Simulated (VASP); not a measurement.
## W: single point with BLYP

W:

```
W
1.0
    -1.54286    1.54286    1.54286
     1.54286   -1.54286    1.54286
     1.54286    1.54286   -1.54286
W
1
Cartesian
  0.0000 0.0000 0.0000
```

| Quantity | Value |
| --- | --- |
| Program | VASP 6.6.1 |
| Task | single point |
| Functional | BLYP |
| Potentials or basis | VASP PAW PBE potentials, release 64 (W_sv) |
| Cutoff | 520 eV |
| k mesh | 22 × 22 × 22 |
| Occupations | fermi-dirac, width 0.1 eV |
| Spin | no spin polarisation |

```yaml
Pressure: 48.6 GPa
Band_gap_on_the_k_mesh: zero (bands 7 and 8 overlap by 7.08 eV)
```

Levels at points of the mesh, in eV from the Fermi level:
```
           k point  band 5  band 6  band 7  band 8  band 9  band 10
(0.00, 0.00, 0.00)   -9.85   -1.48   -1.48   -1.48    2.36     2.36
(0.50, 0.00, 0.00)   -6.74   -4.03    1.27    2.28    3.34     6.72
(0.50, 0.50, 0.50)   -6.45   -6.45    5.60    5.60    5.60     9.10
```

Wall time 47 s on 1 thread of Intel(R) Xeon(R) Platinum 8259CL CPU @ 2.50GHz (Skylake/Cascade Lake), on a shared host, peak memory 0.17 GiB.

Caveat: the cell stands under pressure; the PAW data sets were made with another functional, which shifts forces and pressure a little; spin-orbit coupling is left out, which moves the levels of the heavy elements.
